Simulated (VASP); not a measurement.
# CuI (I4mm) in VASP: further runs

The runs below take CuI through single point, with PBEsol.

All numbers are computed with VASP 6.6.1; they aren't measurements. Logs are shortened: lines on timing, memory, paths and dates and some standing lists are left out, and cuts for length are marked.

## Step 1: The cell of the first run

The structure is tetragonal, space group I4mm (No. 107). The conventional cell has a = 4.048 Å, b = 4.048 Å, c = 5.724 Å, α = 90.00°, β = 90.00°, γ = 90.00°. Cu (site symmetry 4mm) has 6 I at 2.56 to 3.16 Å within 3.4 Å. Within 3.4 Å of I (site symmetry 4mm) lie 6 Cu at 2.56 to 3.16 Å.

## Step 2: Single point, PBEsol

INCAR

```
PREC = Accurate ; ENCUT = 520
EDIFF = 1E-6 ; ISMEAR = 0
SIGMA = 0.15 ; LREAL = F
LASPH = T ; NELM = 80
ALGO = Normal ; ISIF = 2
LWAVE = F ; LCHARG = F
GGA = PS ; NBANDS = 16
```

KPOINTS

```
Automatic mesh
0
Gamma
  14 14 14
```

POSCAR

```
CuI
1.0
    0.0000000000      2.8620890000      2.8620890000
    2.8620890000      0.0000000000      2.8620890000
    2.8620890000      2.8620890000      0.0000000000
Cu I
1 1
Direct
    0.0524092717      0.0524092717     -0.0524092717
    0.5000000000      0.5000000000      0.5000000000
```

Potentials or basis: VASP PAW PBE potentials, release 64 (Cu, I).

Started as:

```sh
> cat potpaw_PBE.64/Cu/POTCAR potpaw_PBE.64/I/POTCAR > POTCAR
> mpirun -np 1 vasp_std > vasp.out
```

OUTCAR:

```text
PREC = Accurate
   ENCUT = 520
   EDIFF = 1E-6
   ISMEAR = 0
   LREAL = F
   LASPH = T
   NELM = 80
   ISIF = 2
   GGA = PS

 ion  position               nearest neighbor table
   1  0.052  0.052  0.948-   2 2.56   2 2.88   2 2.88   2 2.88   2 2.88   2 3.16
   2  0.500  0.500  0.500-   1 2.56   1 2.88   1 2.88   1 2.88   1 2.88   1 3.16

  LATTYP: Found a face centered cubic cell.
 ALAT       =     5.7241780000

  Lattice vectors:

 A1 = (   0.0000000000,   2.8620890000,   2.8620890000)
 A2 = (   2.8620890000,   0.0000000000,   2.8620890000)
 A3 = (   2.8620890000,   2.8620890000,   0.0000000000)

Analysis of symmetry for initial positions (statically):
=====================================================================
 Subroutine PRICEL returns:
 Original cell was already a primitive cell.

 Routine SETGRP: Setting up the symmetry group for a
 face centered cubic supercell.

 Subroutine GETGRP returns: Found  8 space group operations
 (whereof  8 operations were pure point group operations)
 out of a pool of 48 trial point group operations.

The static configuration has the point symmetry C_4v.

Analysis of symmetry for dynamics (positions and initial velocities):
=====================================================================
 Subroutine PRICEL returns:
 Original cell was already a primitive cell.

 Routine SETGRP: Setting up the symmetry group for a
 face centered cubic supercell.

 Subroutine GETGRP returns: Found  8 space group operations
 (whereof  8 operations were pure point group operations)
 out of a pool of 48 trial point group operations.

The dynamic configuration has the point symmetry C_4v.

 Subroutine INISYM returns: Found  8 space group operations
 (whereof  8 operations are pure point group operations),
 and found     1 'primitive' translations

----------------------------------------------------------------------------------------

                                     Primitive cell

  volume of cell :      46.8899

  direct lattice vectors                    reciprocal lattice vectors
     0.000000000  2.862089000  2.862089000    -0.174697572  0.174697572  0.174697572
     2.862089000  0.000000000  2.862089000     0.174697572 -0.174697572  0.174697572
     2.862089000  2.862089000  0.000000000     0.174697572  0.174697572 -0.174697572

  length of vectors
     4.047605081  4.047605081  4.047605081     0.302585071  0.302585071  0.302585071

  position of ions in fractional coordinates (direct lattice)
     0.052409272  0.052409272  0.947590728
     0.500000000  0.500000000  0.500000000

  ion indices of the primitive-cell ions
   primitive index   ion index
                 1           1
                 2           2

----------------------------------------------------------------------------------------

 KPOINTS: Automatic mesh

Automatic generation of k-mesh.
 Grid dimensions read from file:
 generate k-points for:   14   14   14

 Generating k-lattice:

  Cartesian coordinates                     Fractional coordinates (reciprocal lattice)
    -0.012478398  0.012478398  0.012478398     0.071428571  0.000000000  0.000000000
     0.012478398 -0.012478398  0.012478398     0.000000000  0.071428571  0.000000000
     0.012478398  0.012478398 -0.012478398     0.000000000  0.000000000  0.071428571

  Length of vectors
     0.021613219  0.021613219  0.021613219

  Shift w.r.t. Gamma in fractional coordinates (k-lattice)
     0.000000000  0.000000000  0.000000000

 Subroutine IBZKPT returns following result:
 ===========================================

 Found    244 irreducible k-points:

 Following reciprocal coordinates:
            Coordinates               Weight
  0.000000  0.000000  0.000000      1.000000
  0.071429  0.000000  0.000000      8.000000
  0.142857  0.000000  0.000000      8.000000
  0.214286  0.000000  0.000000      8.000000
  0.285714  0.000000  0.000000      8.000000
  0.357143  0.000000  0.000000      8.000000
[... 16 lines left out ...]
 -0.428571  0.071429  0.000000      8.000000
  0.000000 -0.428571  0.071429     16.000000
 [... further k-points ...]
   k-points           NKPTS =    244   k-points in BZ     NKDIM =    244   number of bands    NBANDS=     16
   number of dos      NEDOS =    301   number of ions     NIONS =      2
   total plane-waves  NPLWV =  27000
   dimension x,y,z NGX =    30 NGY =   30 NGZ =   30
   dimension x,y,z NGXF=    60 NGYF=   60 NGZF=   60
   ions per type =               1   1
   NGX,Y,Z   is equivalent  to a cutoff of  12.32, 12.32, 12.32 a.u.
   NGXF,Y,Z  is equivalent  to a cutoff of  24.64, 24.64, 24.64 a.u.
 SYSTEM =  unknown system
   PREC   = accura    normal or accurate (medium, high low for compatibility)
   ISTART =      0    job   : 0-new  1-cont  2-samecut
   ICHARG =      2    charge: 1-file 2-atom 10-const
   ISPIN  =      1    spin polarized calculation?
   LNONCOLLINEAR =      F non collinear calculations
   LSORBIT =      F    spin-orbit coupling
   LASPH  =      T    aspherical Exc in radial PAW
   ENCUT  =  520.0 eV  38.22 Ry    6.18 a.u.   7.53  7.53  7.53*2*pi/ulx,y,z
   NELM   =     80;   NELMIN=  2; NELMDL= -5     # of ELM steps
   EDIFF  = 0.1E-05   stopping-criterion for ELM
   LREAL  =      F    real-space projection
   EDIFFG = 0.1E-04   stopping-criterion for IOM
   NSW    =      0    number of steps for IOM
   IBRION =     -1    ionic relax: 0-MD 1-quasi-New 2-CG
   NFREE  =      0    steps in history (QN), initial steepest desc. (CG)
   ISIF   =      2    stress and relaxation
   ISYM   =      2    0-nonsym 1-usesym 2-fastsym
   POTIM  = 0.5000    time-step for ionic-motion
   TEBEG  =    0.0;   TEEND  =   0.0 temperature during run
   PSTRESS=    0.0 pullay stress
   NELECT =      18.0000    total number of electrons
   NUPDOWN=      -1.0000    fix difference up-down
   EMIN   =  10.00;   EMAX   =-10.00  energy-range for DOS
   EFERMI =   0.00;   METHOD = LEGACY
   ISMEAR =     0;   SIGMA  =   0.15  broadening in eV -4-tet -1-fermi 0-gaus
   EFERMI_NEDOS =   21; number of points for ismear=-14 and -15
   IALGO  =     38    algorithm
   IMIX   =      4    mixing-type and parameters
     AMIX     =   0.40;   BMIX     =  1.00
     AMIX_MAG =   1.60;   BMIX_MAG =  1.00
  volume/ion in A,a.u.               =      23.44       158.21
  Fermi-wavevector in a.u.,A,eV,Ry     =   1.189796  2.248389 19.260607  1.415615
  Thomas-Fermi vector in A             =   2.325895
   LORBIT       =      0    0 simple, 1 ext, 2 COOP (PROOUT), +10 PAW based schemes
   GGA     = PS    functional components
   LHFCALC =     F    Hartree Fock is set to
   AEXX    =    0.0000 exact exchange contribution
   IVDW    =     0    specifies the selected vdW correction
   LEPSILON=     F    determine dielectric tensor
   LRPA    =     F    only Hartree local field effects (RPA)
 non-spin polarized calculation
 Gauss-broadening in eV      SIGMA  =   0.15
  energy-cutoff  :      520.00
  volume of cell :       46.89
 maximum number of plane-waves:      1291
   NGX = 15   NGY = 15   NGZ = 15

 number of electron      18.0000003 magnetization

 Free energy of the ion-electron system (eV)
  ---------------------------------------------------
  ext. energy  EPLUGINS =         0.00000000
  ---------------------------------------------------
  free energy    TOTEN  =        -5.88273070 eV

  energy without entropy =       -5.87811371  energy(sigma->0) =       -5.88042221

 E-fermi :   6.0256     XC(G=0): -10.1831

 val. band max:        5.9809848455   @ k =   0.5000   0.0000   0.0000
 cond. band min:       6.1090225672   @ k =   0.5000   0.0714  -0.4286
 fundamental gap:      0.1280377217
 Fermi energy:         6.0255703816

 k-point     1 :       0.0000    0.0000    0.0000
  band No.  band energies     occupation
      1      -8.2715      2.00000
      2       3.2655      2.00000
      3       3.6552      2.00000
      4       3.6552      2.00000
      5       4.0739      2.00000
      6       4.0893      2.00000
[... 8 lines left out ...]
     15      15.0096      0.00000
     16      15.0774      0.00000

 k-point     2 :       0.0714    0.0000    0.0000
  band No.  band energies     occupation
      1      -8.2333      2.00000
      2       3.1020      2.00000
      3       3.5590      2.00000
      4       3.5632      2.00000
      5       4.0614      2.00000
      6       4.0844      2.00000
[... 8 lines left out ...]
     15      14.6208      0.00000
     16      14.8335      0.00000

 k-point     3 :       0.1429    0.0000    0.0000
  band No.  band energies     occupation
      1      -8.1225      2.00000
      2       2.5533      2.00000
      3       3.2670      2.00000
      4       3.3461      2.00000
      5       4.0704      2.00000
      6       4.0825      2.00000
[... 8 lines left out ...]
     15      14.3490      0.00000
     16      14.5988      0.00000

 k-point     4 :       0.2143    0.0000    0.0000
  band No.  band energies     occupation
      1      -7.9520      2.00000
      2       1.7334      2.00000
      3       2.9914      2.00000
      4       3.1010      2.00000
      5       4.1087      2.00000
      6       4.1125      2.00000
[... 8 lines left out ...]
     15      14.6499      0.00000
     16      14.7039      0.00000
[... 324 lines left out ...]
 k-point    22 :       0.0000    0.5000    0.0714
  band No.  band energies     occupation
      1      -7.3148      2.00000
      2      -0.2957      2.00000
      3       2.4330      2.00000
      4       2.5300      2.00000
      5       4.2427      2.00000
      6       4.2621      2.00000
[... 8 lines left out ...]
     15      17.7351      0.00000
     16      18.0146      0.00000

 k-point    23 :      -0.4286    0.0714    0.0000
  band No.  band energies     occupation
      1      -7.3345      2.00000
      2      -0.2412      2.00000
      3       2.4092      2.00000
      4       2.5805      2.00000
      5       4.2403      2.00000
      6       4.2447      2.00000
[... 8 lines left out ...]
     15      16.9810      0.00000
     16      18.2799      0.00000

 k-point    24 :       0.0000   -0.4286    0.0714
  band No.  band energies     occupation
      1      -7.3340      2.00000
      2      -0.2476      2.00000
      3       2.4451      2.00000
      4       2.5381      2.00000
      5       4.2501      2.00000
      6       4.2574      2.00000
[... 8 lines left out ...]
     15      16.9721      0.00000
     16      18.2541      0.00000

 [... further k-points ...]
[... 5 lines left out ...]
  --------------------------------------------------------------------------------------
  -------------------------------------------------------------------------------------
  Total       -0.9607903     -0.9607903      0.2639619      0.0000000     -0.0000000      0.0000000
  in kB      -32.8291622    -32.8291622      9.0192908      0.0000000     -0.0000000      0.0000000
  external PRESSURE =     -18.8796779 kB  Pullay stress =       0.0000000 kB

 VOLUME and BASIS-vectors are now :
 -----------------------------------------------------------------------------
  energy-cutoff  :      520.00
  volume of cell :       46.89
      direct lattice vectors                 reciprocal lattice vectors
     0.000000000  2.862089000  2.862089000    -0.174697572  0.174697572  0.174697572
     2.862089000  0.000000000  2.862089000     0.174697572 -0.174697572  0.174697572
     2.862089000  2.862089000  0.000000000     0.174697572  0.174697572 -0.174697572

 POSITION                                       TOTAL-FORCE (eV/Angst)
 -----------------------------------------------------------------------------------
      2.86209      2.86209      0.30000         0.000000      0.000000     -0.199353
      2.86209      2.86209      2.86209         0.000000      0.000000      0.199353
 -----------------------------------------------------------------------------------
    total drift:                               -0.000002     -0.000002     -0.000241

  FREE ENERGIE OF THE ION-ELECTRON SYSTEM (eV)
  ---------------------------------------------------
  free  energy   TOTEN  =        -5.8827307026 eV

  energy  without entropy=       -5.8781137101  energy(sigma->0) =       -5.88042221
```

Wall time 2.7 min (1 thread of Intel Xeon Platinum 8259CL at 2.50GHz (Skylake/Cascade Lake), shared host); peak memory 0.32 GiB.

What came out:

| Quantity | Value |
| --- | --- |
| Free energy | -5.8827 eV |
| Pressure | -1.9 GPa |
| Largest force | 0.199 eV/Å |
| Band gap on the k mesh | zero (band 9 reaches 5.98 eV, above the bottom of band 10 at 5.65 eV) |

Forces on the atoms (eV/Å):
```
Cu   0.000  0.000 -0.199
I    0.000  0.000  0.199
```

Stress tensor (GPa, compression positive):
```
-3.28  0.00  0.00
 0.00 -3.28  0.00
 0.00  0.00  0.90
```

Levels at points of the mesh, in eV from the Fermi level:
```tsv
k point	band 5	band 6	band 7	band 8	band 9	band 10	band 11	band 12	band 13	band 14
(0.00, 0.00, 0.00)	-1.95	-1.94	-1.30	-1.30	-1.06	0.88	6.93	6.93	7.27	8.64
(0.50, 0.00, 0.00)	-1.77	-1.76	-1.66	-0.13	-0.04	2.82	4.46	4.63	5.65	10.50
(0.50, 0.50, 0.00)	-2.21	-1.83	-1.70	-1.70	-1.63	-0.31	4.38	10.04	10.04	10.53
(0.00, 0.50, 0.50)	-2.00	-1.73	-1.70	-1.65	-1.51	-0.37	4.18	10.13	10.31	10.32
```

Caveat: the cell differs from its parent crystal (all Cu atoms moved -0.300 Å, as atom 1 towards its neighbour atom 2 (I) at 2.862 Å); the PAW data sets were made with another functional, which shifts forces and pressure a little; spin-orbit coupling is left out, which moves the levels of the heavy elements; semilocal functionals often make such compounds metallic where correlation or magnetic order opens a gap, which also shifts bond lengths.

## Step 3: Single point, PBEsol

INCAR

```
SYSTEM = CuI
PREC = Accurate ; ENCUT = 520
EDIFF = 1E-6 ; ISMEAR = 0
SIGMA = 0.15 ; LREAL = .FALSE.
LASPH = .TRUE. ; NELM = 60
ALGO = Normal ; ISIF = 2
LWAVE = .FALSE. ; LCHARG = .FALSE.
GGA = PS ; NBANDS = 16
```

KPOINTS

```
Automatic mesh
0
G
  14 14 14
  0 0 0
```

POSCAR, as its differences from that of step 2:

```diff
@@ -8,3 +8,3 @@
 Direct
-    0.0524092717      0.0524092717     -0.0524092717
+   -0.0393069538     -0.0393069538      0.0393069538
     0.5000000000      0.5000000000      0.5000000000
```

Potentials or basis: VASP PAW PBE potentials, release 64 (Cu, I).

Started as:

```sh
> cat potpaw_PBE.64/Cu/POTCAR potpaw_PBE.64/I/POTCAR > POTCAR
> mpirun -np 1 vasp_std > vasp.out
```

Wall time 3.2 min (1 thread of Intel Xeon Platinum 8259CL at 2.50GHz (Skylake/Cascade Lake), shared host); peak memory 0.32 GiB.

Results (log left out):

```
Free energy            : -5.8922 eV
Pressure               : -2.5 GPa
Largest force          : 0.069 eV/Å
Band gap on the k mesh : zero (band 9 reaches 6.01 eV, above the bottom of band 10 at 5.61 eV)
```

Forces in eV/Å, atoms in the order of the input:
```
Cu   0.000  0.000  0.069
I    0.000  0.000 -0.069
```

Stress tensor (GPa, compression positive):
```
-3.28  0.00  0.00
 0.00 -3.28  0.00
 0.00  0.00 -1.02
```

Levels at points of the mesh, in eV from the Fermi level:
| k point | band 7 | band 8 | band 9 | band 10 | band 11 | band 12 |
| --- | --- | --- | --- | --- | --- | --- |
| (0.00, 0.00, 0.00) | -1.45 | -1.45 | -1.25 | 0.84 | 7.07 | 7.07 |
| (0.50, 0.00, 0.00) | -1.66 | -0.08 | -0.03 | 2.76 | 4.41 | 4.52 |
| (0.50, 0.50, 0.00) | -1.68 | -1.68 | -1.60 | -0.39 | 4.37 | 10.00 |
| (0.00, 0.50, 0.50) | -1.68 | -1.66 | -1.53 | -0.43 | 4.25 | 10.05 |

Caveat: the cell differs from its parent crystal (all Cu atoms moved +0.225 Å, as atom 1 towards its neighbour atom 2 (I) at 2.862 Å); the PAW data sets were made with another functional, which shifts forces and pressure a little; spin-orbit coupling is left out, which moves the levels of the heavy elements; semilocal functionals often make such compounds metallic where correlation or magnetic order opens a gap, which also shifts bond lengths.

## Step 4: Single point, PBEsol

INCAR

```
PREC = Accurate
ENCUT = 520
EDIFF = 1E-6
ISMEAR = 0
SIGMA = 0.15
LREAL = False
LASPH = True
NELM = 80
ALGO = Normal
ISIF = 2
LWAVE = False
LCHARG = False
GGA = PS
NBANDS = 16
```

KPOINTS

```
Automatic mesh
0
Gamma
  14 14 14
```

POSCAR, as its differences from that of step 3:

```diff
@@ -8,3 +8,3 @@
 Direct
-   -0.0393069538     -0.0393069538      0.0393069538
+    0.0262046358      0.0262046358     -0.0262046358
     0.5000000000      0.5000000000      0.5000000000
```

Started as:

```sh
> cat potpaw_PBE.64/Cu/POTCAR potpaw_PBE.64/I/POTCAR > POTCAR
> mpirun -np 1 vasp_std > vasp.out
```

Wall time 3.2 min (1 thread of Intel Xeon Platinum 8259CL at 2.50GHz (Skylake/Cascade Lake), shared host); peak memory 0.31 GiB.

It converged, with:

| Property | Result |
| --- | --- |
| Free energy | -5.8948 eV |
| Pressure | -2.9 GPa |
| Largest force | 0.009 eV/Å |
| Band gap on the k mesh | zero (band 9 reaches 6.04 eV, above the bottom of band 10 at 5.58 eV) |

Forces on the atoms (eV/Å):
```
Cu   0.000  0.000 -0.009
I    0.000  0.000  0.009
```

Stress tensor (GPa, compression positive):
```
-3.21  0.00  0.00
 0.00 -3.21  0.00
 0.00  0.00 -2.23
```

Levels at points of the mesh, in eV from the Fermi level:
```csv
k point,band 5,band 6,band 7,band 8,band 9,band 10,band 11,band 12,band 13,band 14
"(0.00, 0.00, 0.00)",-1.98,-1.96,-1.59,-1.59,-1.45,0.81,7.18,7.18,7.29,8.63
"(0.50, 0.00, 0.00)",-1.75,-1.75,-1.66,-0.05,-0.02,2.72,4.38,4.43,5.61,10.56
"(0.50, 0.50, 0.00)",-2.23,-1.87,-1.68,-1.68,-1.58,-0.46,4.35,9.97,9.97,10.34
"(0.00, 0.50, 0.50)",-2.18,-1.83,-1.68,-1.67,-1.55,-0.48,4.30,10.00,10.04,10.28
```

Caveat: the cell differs from its parent crystal (all Cu atoms moved -0.150 Å, as atom 1 towards its neighbour atom 2 (I) at 2.862 Å); the PAW data sets were made with another functional, which shifts forces and pressure a little; spin-orbit coupling is left out, which moves the levels of the heavy elements; semilocal functionals often make such compounds metallic where correlation or magnetic order opens a gap, which also shifts bond lengths.

## Step 5: Single point, PBEsol

INCAR, as its differences from that of step 4:

```diff
@@ -2,3 +2,3 @@
 ENCUT = 520
-EDIFF = 1E-6
+EDIFF = 1E-7
 ISMEAR = 0
```

KPOINTS

```
regular mesh
0
Gamma
  14 14 14
```

POSCAR, as its differences from that of step 4:

```diff
@@ -8,3 +8,3 @@
 Direct
-    0.0262046358      0.0262046358     -0.0262046358
+   -0.0458581127     -0.0458581127      0.0458581127
     0.5000000000      0.5000000000      0.5000000000
```

Started as:

```sh
> cat potpaw_PBE.64/Cu/POTCAR potpaw_PBE.64/I/POTCAR > POTCAR
> mpirun -np 1 vasp_std > vasp.out
```

Run time: 3.7 min. Hardware: 1 thread of Intel Xeon Platinum 8259CL at 2.50GHz (Skylake/Cascade Lake), shared host; peak memory 0.32 GiB.

It converged, with:

| Item | Value |
| --- | --- |
| Free energy | -5.8887 eV |
| Pressure | -2.3 GPa |
| Largest force | 0.123 eV/Å |
| Band gap on the k mesh | zero (band 9 reaches 6.00 eV, above the bottom of band 10 at 5.63 eV) |

Forces in eV/Å, atoms in the order of the input:
```
Cu   0.000  0.000  0.123
I    0.000  0.000 -0.123
```

Stress tensor (GPa, compression positive):
```
-3.38  0.00  0.00
 0.00 -3.38  0.00
 0.00  0.00 -0.25
```

Levels at points of the mesh, in eV from the Fermi level:
```tsv
k point	band 5	band 6	band 7	band 8	band 9	band 10	band 11	band 12	band 13	band 14
(0.00, 0.00, 0.00)	-1.96	-1.94	-1.38	-1.38	-1.15	0.86	7.00	7.00	7.28	8.64
(0.50, 0.00, 0.00)	-1.76	-1.76	-1.66	-0.11	-0.04	2.79	4.44	4.57	5.64	10.52
(0.50, 0.50, 0.00)	-2.21	-1.84	-1.69	-1.69	-1.61	-0.35	4.38	10.02	10.02	10.48
(0.00, 0.50, 0.50)	-2.05	-1.75	-1.69	-1.65	-1.52	-0.40	4.22	10.09	10.24	10.30
```

Caveat: the cell differs from its parent crystal (all Cu atoms moved +0.263 Å, as atom 1 towards its neighbour atom 2 (I) at 2.862 Å); the PAW data sets were made with another functional, which shifts forces and pressure a little; spin-orbit coupling is left out, which moves the levels of the heavy elements; semilocal functionals often make such compounds metallic where correlation or magnetic order opens a gap, which also shifts bond lengths.
